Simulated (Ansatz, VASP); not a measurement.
## Ir in VASP and in Ansatz

```
Ir
1.0
     0.00000    1.92696    1.92696
     1.92696    0.00000    1.92696
     1.92696    1.92696    0.00000
Ir
1
Direct
  0.00000 0.00000 0.00000
```

Alike in both runs: task single point; functional PBE; k mesh 10 × 10 × 10; occupations gaussian, width 0.013 eV; no spin polarisation.

```csv
,VASP,Ansatz
version,VASP 6.6.1,Ansatz 0.2.0
potentials or method,"VASP PAW PBE potentials, release 64 (Ir), cutoff 500 eV","scalar-relativistic, plane waves, PAW"
valence electrons in the cell,9,17
```

|  | VASP | Ansatz | Ansatz less VASP |
| --- | --- | --- | --- |
| gap on the k mesh at the Fermi level (eV) | none | none | - |
| pressure (GPa) | 5.2 | 4.7 | -0.52 |

A gap of «none» marks a metal or a gap that the smearing closes. VASP's potentials hold 9 valence electrons a cell and Ansatz's 17, so a difference there can come from the potentials and not from the codes.

Neither program's run includes spin-orbit coupling.
